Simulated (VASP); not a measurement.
Runs of VASP 6.6.1 on Ir. The structure is that of space group I4/mmm (No. 139), or close to it. The cells are those of the table. 

```tsv
cell	further INCAR settings	gap on the mesh (eV)	pressure (GPa)
a = 2.653, b = 2.653, c = 2.859 Å, angles 57.4, 57.4, 65.2°, 1 atom	ALGO = Fast; EDIFF = 1e-07; NBANDS = 10	none	6.2
a = 2.815, b = 2.815, c = 2.549 Å, angles 63.1, 63.1, 53.8°, 1 atom	ALGO = Fast; EDIFF = 1e-06; NBANDS = 10	none	(a)
a = 2.955, b = 2.955, c = 2.413 Å, angles 65.9, 65.9, 48.2°, 1 atom	ALGO = Fast; EDIFF = 1e-06; NBANDS = 10	none	35.6
a = 2.639, b = 2.639, c = 2.942 Å, angles 56.1, 56.1, 67.8°, 1 atom	ALGO = Fast; EDIFF = 1e-06; NBANDS = 10	none	11.4
```

Alike in all rows: task single point; level PBEsol; potentials or basis VASP PAW PBE potentials, release 64 (Ir); no spin polarisation; k mesh 30 × 30 × 30; cutoff (eV) 520; smearing gaussian 0.15 eV.

Task: Fill in the values left out.

Result: (a) 11.3.

Caveats: the cell stands under pressure; the PAW data sets were made with another functional, which shifts forces and pressure a little; spin-orbit coupling is left out, which moves the levels of the heavy elements.

A k mesh can miss the band edges, and the runs leave out spin-orbit coupling on Ir.

A gap of «none» marks levels without a gap at the run's occupations.
